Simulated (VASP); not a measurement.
Write the native input for VASP 6.6.1 that does the following.

- Task: single point
- Functional: PBE
- Potentials or basis: VASP PAW PBE potentials, release 64 (C)
- Cutoff: 600 eV
- k mesh: 12 × 12 × 12
- Occupations: gaussian, width 0.02 eV
- Spin: no spin polarisation
- Dipole correction: no
- Further INCAR settings: ALGO = Normal; EDIFF = 1e-06; NBANDS = 11

The structure of C lies in POSCAR:

```
C
1.0
    0.0000000000      1.7857952411      1.7857952411
    1.7857952411      0.0000000000      1.7857952411
    1.7857952411      1.7857952411      0.0000000000
C
2
Direct
    0.7500000000      0.7500000000      0.7500000000
    0.5000000000      0.5000000000      0.5000000000
```

These files were run (other wordings do the same):

INCAR

```
  ALGO = Normal
  EDIFF = 1E-6
  ENCUT = 600
  GGA = PE
  GGA_COMPAT = F
  ISIF = 2
  ISMEAR = 0
  LASPH = T
  LCHARG = T
  LELF = T
  LREAL = F
  LVHAR = T
  LWAVE = F
  NBANDS = 11
  NELM = 120
  PREC = Accurate
  SIGMA = 0.02
```

KPOINTS

```
k-points
0
Gamma
  12 12 12
```

Potentials or basis: VASP PAW PBE potentials, release 64 (C).

Run with:

```bash
$ cat potpaw_PBE.64/C/POTCAR > POTCAR
$ mpirun -np 1 vasp_std > vasp.out
```

Results of the run:

| Property | Result |
| --- | --- |
| Pressure | 0.0 GPa |
| Band gap on the k mesh | 4.14 eV, indirect (least direct gap 5.58 eV) |

Run time: 6.9 s on 1 thread of Intel Xeon 6975P-C, on a shared host, peak memory 0.12 GiB.
